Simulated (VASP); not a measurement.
# CdSe (P6_3mc) in VASP: single point with PBEsol

Aim: the single point of CdSe with PBEsol.

Program: VASP 6.6.1. These are calculated values, not measurements. Logs are shortened: lines on timing, memory, paths and dates and some standing lists are left out, and cuts for length are marked.

### 1 The cell of the first run

The structure is hexagonal, space group P6_3mc (No. 186). Conventional cell: a = 4.317 Å, b = 4.317 Å, c = 7.043 Å, α = 90.00°, β = 90.00°, γ = 120.00°. Cd (site symmetry 3m) has 4 Se at 2.64 to 2.65 Å within 3.5 Å. Se (site symmetry 3m) has 4 Cd at 2.64 to 2.65 Å within 3.5 Å.

### 2 Single point, PBEsol

Input file INCAR:

```
SYSTEM = CdSe
PREC = Accurate
ENCUT = 500
EDIFF = 1E-6
ISMEAR = 0
SIGMA = 0.02
LREAL = .FALSE.
LASPH = .TRUE.
NELM = 120
ALGO = Normal
ISIF = 2
LWAVE = .FALSE.
LCHARG = .FALSE.
GGA = PS
NBANDS = 26
GGA_COMPAT = .FALSE.
```

Input file KPOINTS:

```
Automatic mesh
0
G
  9 9 4
  0 0 0
```

Input file POSCAR:

```
CdSe
1.0
    4.3165995963      0.0000000000      0.0000000000
   -2.1582997981      3.7382849083      0.0000000000
    0.0000000000      0.0000000000      7.0429972043
Cd Se
2 2
Direct
    0.3333333333      0.6666666667      0.0006060400
    0.6666666667      0.3333333333      0.5006060400
    0.3333333333      0.6666666667      0.3763939600
    0.6666666667      0.3333333333      0.8763939600
```

Potentials or basis: VASP PAW PBE potentials, release 64 (Cd, Se).

Command:

```sh
$ cat potpaw_PBE.64/Cd/POTCAR potpaw_PBE.64/Se/POTCAR > POTCAR
$ mpirun -np 1 vasp_std > vasp.out
```

OUTCAR:

```text
SYSTEM = CdSe
   PREC = Accurate
   ENCUT = 500
   EDIFF = 1E-6
   ISMEAR = 0
   LREAL = .FALSE.
   LASPH = .TRUE.
   NELM = 120
   ISIF = 2
   GGA = PS

 ion  position               nearest neighbor table
   1  0.333  0.667  0.001-   4 2.64   4 2.64   4 2.64   3 2.65
   2  0.667  0.333  0.501-   3 2.64   3 2.64   3 2.64   4 2.65
   3  0.333  0.667  0.376-   2 2.64   2 2.64   2 2.64   1 2.65
   4  0.667  0.333  0.876-   1 2.64   1 2.64   1 2.64   2 2.65

  LATTYP: Found a hexagonal cell.
 ALAT       =     4.3165995963
 C/A-ratio  =     1.6316077151

  Lattice vectors:

 A1 = (   4.3165995963,   0.0000000000,   0.0000000000)
 A2 = (  -2.1582997981,   3.7382849083,   0.0000000000)
 A3 = (   0.0000000000,   0.0000000000,   7.0429972043)

Analysis of symmetry for initial positions (statically):
=====================================================================
 Subroutine PRICEL returns:
 Original cell was already a primitive cell.

 Routine SETGRP: Setting up the symmetry group for a
 hexagonal supercell.

 Subroutine GETGRP returns: Found 12 space group operations
 (whereof  6 operations were pure point group operations)
 out of a pool of 24 trial point group operations.

The static configuration has the point symmetry C_3v.
 The point group associated with its full space group is C_6v.

Analysis of symmetry for dynamics (positions and initial velocities):
=====================================================================
 Subroutine PRICEL returns:
 Original cell was already a primitive cell.

 Routine SETGRP: Setting up the symmetry group for a
 hexagonal supercell.

 Subroutine GETGRP returns: Found 12 space group operations
 (whereof  6 operations were pure point group operations)
 out of a pool of 24 trial point group operations.

The dynamic configuration has the point symmetry C_3v.
 The point group associated with its full space group is C_6v.

 Subroutine INISYM returns: Found 12 space group operations
 (whereof  6 operations are pure point group operations),
 and found     1 'primitive' translations

----------------------------------------------------------------------------------------

                                     Primitive cell

  volume of cell :     113.6506

  direct lattice vectors                    reciprocal lattice vectors
     4.316599596  0.000000000  0.000000000     0.231663831  0.133751175  0.000000000
    -2.158299798  3.738284908  0.000000000     0.000000000  0.267502351  0.000000000
     0.000000000  0.000000000  7.042997204     0.000000000  0.000000000  0.141985006

  length of vectors
     4.316599596  4.316599596  7.042997204     0.267502351  0.267502351  0.141985006

  position of ions in fractional coordinates (direct lattice)
     0.333333333  0.666666667  0.000606040
     0.666666667  0.333333333  0.500606040
     0.333333333  0.666666667  0.376393960
     0.666666667  0.333333333  0.876393960

  ion indices of the primitive-cell ions
   primitive index   ion index
                 1           1
                 2           2
                 3           3
                 4           4

----------------------------------------------------------------------------------------

 KPOINTS: Automatic mesh

Automatic generation of k-mesh.
 Grid dimensions read from file:
 generate k-points for:    9    9    4

 Generating k-lattice:

  Cartesian coordinates                     Fractional coordinates (reciprocal lattice)
     0.025740426  0.014861242  0.000000000     0.111111111  0.000000000  0.000000000
     0.000000000  0.029722483  0.000000000     0.000000000  0.111111111  0.000000000
     0.000000000  0.000000000  0.035496251     0.000000000  0.000000000  0.250000000

  Length of vectors
     0.029722483  0.029722483  0.035496251

  Shift w.r.t. Gamma in fractional coordinates (k-lattice)
     0.000000000  0.000000000  0.000000000

 Subroutine IBZKPT returns following result:
 ===========================================

 Found     36 irreducible k-points:

 Following reciprocal coordinates:
            Coordinates               Weight
  0.000000  0.000000  0.000000      1.000000
  0.111111 -0.000000  0.000000      6.000000
  0.222222 -0.000000  0.000000      6.000000
  0.333333 -0.000000  0.000000      6.000000
  0.444444 -0.000000  0.000000      6.000000
  0.111111  0.111111  0.000000      6.000000
[... 16 lines left out ...]
  0.333333  0.222222  0.250000     24.000000
  0.333333  0.333333  0.250000      4.000000
 [... further k-points ...]
   k-points           NKPTS =     36   k-points in BZ     NKDIM =     36   number of bands    NBANDS=     26
   number of dos      NEDOS =    301   number of ions     NIONS =      4
   total plane-waves  NPLWV =  55296
   dimension x,y,z NGX =    32 NGY =   32 NGZ =   54
   dimension x,y,z NGXF=    64 NGYF=   64 NGZF=  108
   ions per type =               2   2
   NGX,Y,Z   is equivalent  to a cutoff of  12.32, 12.32, 12.75 a.u.
   NGXF,Y,Z  is equivalent  to a cutoff of  24.65, 24.65, 25.49 a.u.
 SYSTEM =  CdSe
   PREC   = accura    normal or accurate (medium, high low for compatibility)
   ISTART =      0    job   : 0-new  1-cont  2-samecut
   ICHARG =      2    charge: 1-file 2-atom 10-const
   ISPIN  =      1    spin polarized calculation?
   LNONCOLLINEAR =      F non collinear calculations
   LSORBIT =      F    spin-orbit coupling
   LASPH  =      T    aspherical Exc in radial PAW
   ENCUT  =  500.0 eV  36.75 Ry    6.06 a.u.   7.87  7.87 12.84*2*pi/ulx,y,z
   NELM   =    120;   NELMIN=  2; NELMDL= -5     # of ELM steps
   EDIFF  = 0.1E-05   stopping-criterion for ELM
   LREAL  =      F    real-space projection
   EDIFFG = 0.1E-04   stopping-criterion for IOM
   NSW    =      0    number of steps for IOM
   IBRION =     -1    ionic relax: 0-MD 1-quasi-New 2-CG
   NFREE  =      0    steps in history (QN), initial steepest desc. (CG)
   ISIF   =      2    stress and relaxation
   ISYM   =      2    0-nonsym 1-usesym 2-fastsym
   POTIM  = 0.5000    time-step for ionic-motion
   TEBEG  =    0.0;   TEEND  =   0.0 temperature during run
   PSTRESS=    0.0 pullay stress
   NELECT =      36.0000    total number of electrons
   NUPDOWN=      -1.0000    fix difference up-down
   EMIN   =  10.00;   EMAX   =-10.00  energy-range for DOS
   EFERMI =   0.00;   METHOD = LEGACY
   ISMEAR =     0;   SIGMA  =   0.02  broadening in eV -4-tet -1-fermi 0-gaus
   EFERMI_NEDOS =   21; number of points for ismear=-14 and -15
   IALGO  =     38    algorithm
   IMIX   =      4    mixing-type and parameters
     AMIX     =   0.40;   BMIX     =  1.00
     AMIX_MAG =   1.60;   BMIX_MAG =  1.00
  volume/ion in A,a.u.               =      28.41       191.74
  Fermi-wavevector in a.u.,A,eV,Ry     =   1.115968  2.108874 16.944488  1.245385
  Thomas-Fermi vector in A             =   2.252578
   LORBIT       =      0    0 simple, 1 ext, 2 COOP (PROOUT), +10 PAW based schemes
   GGA     = PS    functional components
   LHFCALC =     F    Hartree Fock is set to
   AEXX    =    0.0000 exact exchange contribution
   IVDW    =     0    specifies the selected vdW correction
   LEPSILON=     F    determine dielectric tensor
   LRPA    =     F    only Hartree local field effects (RPA)
 non-spin polarized calculation
 Gauss-broadening in eV      SIGMA  =   0.02
  energy-cutoff  :      500.00
  volume of cell :      113.65
 maximum number of plane-waves:      2922
 NGX is ok and might be reduce to    32
   NGX = 15   NGY = 15   NGZ = 25

 number of electron      35.9999998 magnetization

 Free energy of the ion-electron system (eV)
  ---------------------------------------------------
  ext. energy  EPLUGINS =         0.00000000
  ---------------------------------------------------
  free energy    TOTEN  =       -12.35204344 eV

  energy without entropy =      -12.35204344  energy(sigma->0) =      -12.35204344

 E-fermi :   0.8491     XC(G=0):  -9.0455

 val. band max:        0.7373330719   @ k =   0.0000   0.0000   0.0000
 cond. band min:       1.2572298054   @ k =   0.0000   0.0000   0.0000
 fundamental gap:      0.5198967336
 Fermi energy:         0.8490645911

 k-point     1 :       0.0000    0.0000    0.0000
  band No.  band energies     occupation
      1     -11.8373      2.00000
      2     -11.4609      2.00000
      3      -7.1353      2.00000
      4      -7.1289      2.00000
      5      -7.1289      2.00000
      6      -7.0623      2.00000
[... 18 lines left out ...]
     25       7.6764      0.00000
     26       8.2855      0.00000

 k-point     2 :       0.1111   -0.0000    0.0000
  band No.  band energies     occupation
      1     -11.7993      2.00000
      2     -11.4434      2.00000
      3      -7.1241      2.00000
      4      -7.1153      2.00000
      5      -7.1005      2.00000
      6      -7.0459      2.00000
[... 18 lines left out ...]
     25       7.9656      0.00000
     26       8.0622      0.00000

 k-point     3 :       0.2222   -0.0000    0.0000
  band No.  band energies     occupation
      1     -11.6992      2.00000
      2     -11.4017      2.00000
      3      -7.0941      2.00000
      4      -7.0840      2.00000
      5      -7.0232      2.00000
      6      -6.9957      2.00000
[... 18 lines left out ...]
     25       7.8561      0.00000
     26       8.6556      0.00000

 k-point     4 :       0.3333   -0.0000    0.0000
  band No.  band energies     occupation
      1     -11.5756      2.00000
      2     -11.3621      2.00000
      3      -7.0668      2.00000
      4      -7.0560      2.00000
      5      -6.9541      2.00000
      6      -6.9424      2.00000
[... 18 lines left out ...]
     25       8.4521      0.00000
     26       8.8447      0.00000
[... 496 lines left out ...]
      1     -11.4889      2.00000
      2     -11.3716      2.00000
      3      -7.0450      2.00000
      4      -7.0267      2.00000
      5      -6.9608      2.00000
      6      -6.9441      2.00000
[... 18 lines left out ...]
     25       8.1336      0.00000
     26       9.1084      0.00000

 k-point    23 :       0.3333    0.2222    0.2500
  band No.  band energies     occupation
      1     -11.4185      2.00000
      2     -11.3598      2.00000
      3      -7.0420      2.00000
      4      -7.0022      2.00000
      5      -6.9510      2.00000
      6      -6.9216      2.00000
[... 18 lines left out ...]
     25       8.7065      0.00000
     26       9.2258      0.00000

 k-point    24 :       0.3333    0.3333    0.2500
  band No.  band energies     occupation
      1     -11.3752      2.00000
      2     -11.3752      2.00000
      3      -7.0450      2.00000
      4      -6.9672      2.00000
      5      -6.9672      2.00000
      6      -6.9157      2.00000
[... 18 lines left out ...]
     25       9.2286      0.00000
     26       9.2286      0.00000

 [... further k-points ...]
[... 5 lines left out ...]
  --------------------------------------------------------------------------------------
  -------------------------------------------------------------------------------------
  Total       -0.1308182     -0.1308182     -0.1196537     -0.0000000      0.0000000      0.0000000
  in kB       -1.8441967     -1.8441967     -1.6868063     -0.0000000      0.0000000      0.0000000
  external PRESSURE =      -1.7917332 kB  Pullay stress =       0.0000000 kB

 VOLUME and BASIS-vectors are now :
 -----------------------------------------------------------------------------
  energy-cutoff  :      500.00
  volume of cell :      113.65
      direct lattice vectors                 reciprocal lattice vectors
     4.316599596  0.000000000  0.000000000     0.231663831  0.133751175  0.000000000
    -2.158299798  3.738284908  0.000000000     0.000000000  0.267502351  0.000000000
     0.000000000  0.000000000  7.042997204     0.000000000  0.000000000  0.141985006

 POSITION                                       TOTAL-FORCE (eV/Angst)
 -----------------------------------------------------------------------------------
     -0.00000      2.49219      0.00427         0.000000     -0.000000      0.000413
      2.15830      1.24609      3.52577        -0.000000      0.000000      0.000413
     -0.00000      2.49219      2.65094         0.000000     -0.000000     -0.000413
      2.15830      1.24609      6.17244        -0.000000     -0.000000     -0.000413
 -----------------------------------------------------------------------------------
    total drift:                               -0.000000     -0.000000     -0.000566

  FREE ENERGIE OF THE ION-ELECTRON SYSTEM (eV)
  ---------------------------------------------------
  free  energy   TOTEN  =       -12.3520434388 eV

  energy  without entropy=      -12.3520434388  energy(sigma->0) =      -12.35204344
```

Run time: 2.3 min. Hardware: 1 thread of Intel Xeon 8259CL, shared host; peak memory 0.27 GiB.

What came out:

```yaml
Free_energy: -12.3520 eV
Pressure: -0.2 GPa
Band_gap_on_the_k_mesh: 0.52 eV
```

Levels at points of the mesh, in eV from the valence-band top:
| k point | band 14 | band 15 | band 16 | band 17 | band 18 | band 19 | band 20 | band 21 | band 22 | band 23 |
| --- | --- | --- | --- | --- | --- | --- | --- | --- | --- | --- |
| (0.00, 0.00, 0.00) | -0.76 | -0.76 | -0.05 | 0.00 | 0.00 | 0.52 | 2.09 | 5.78 | 5.78 | 6.06 |
| (0.00, 0.00, 0.50) | -2.69 | -0.40 | -0.40 | -0.40 | -0.40 | 2.26 | 2.26 | 5.73 | 5.73 | 6.18 |

Caveat: semilocal functionals underestimate gaps, and a narrow one can read as zero; the PAW data sets were made with another functional, which shifts forces and pressure a little.
